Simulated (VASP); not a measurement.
Rh, 5 atoms in the cell. The cell holds a slab with vacuum, 5 atoms: a = 2.655 Å, b = 3.755 Å, c = 21.310 Å, α = 90.00°, β = 90.00°, γ = 90.00°. 

```yaml
Program: VASP 6.6.1
Task: single point
Functional: LDA
Potentials_or_basis: VASP PAW LDA potentials, release 64 (Rh_pv)
Cutoff: 520 eV
k_mesh: 14 × 10 × 1
Occupations: fermi-dirac, width 0.08 eV
Spin: no spin polarisation
Dipole_correction: no
Further_INCAR_settings: ALGO = Normal; EDIFF = 1e-06; NBANDS = 46
```

Potentials or basis: VASP PAW LDA potentials, release 64 (Rh_pv).

Command:

```bash
$ cat potpaw_LDA.64/Rh_pv/POTCAR > POTCAR
$ mpirun -np 1 vasp_std > vasp.out
```

Hardware: 1 thread of Intel(R) Xeon(R) Platinum 8375C CPU @ 2.90GHz (Ice Lake), on a shared host.

Problem. Estimate the wall time of this run.

Solution. Run time: 8.9 min on 1 thread of Intel(R) Xeon(R) Platinum 8375C CPU @ 2.90GHz (Ice Lake), on a shared host, peak memory 0.44 GiB. Counts: scf iterations 25, k points 48.
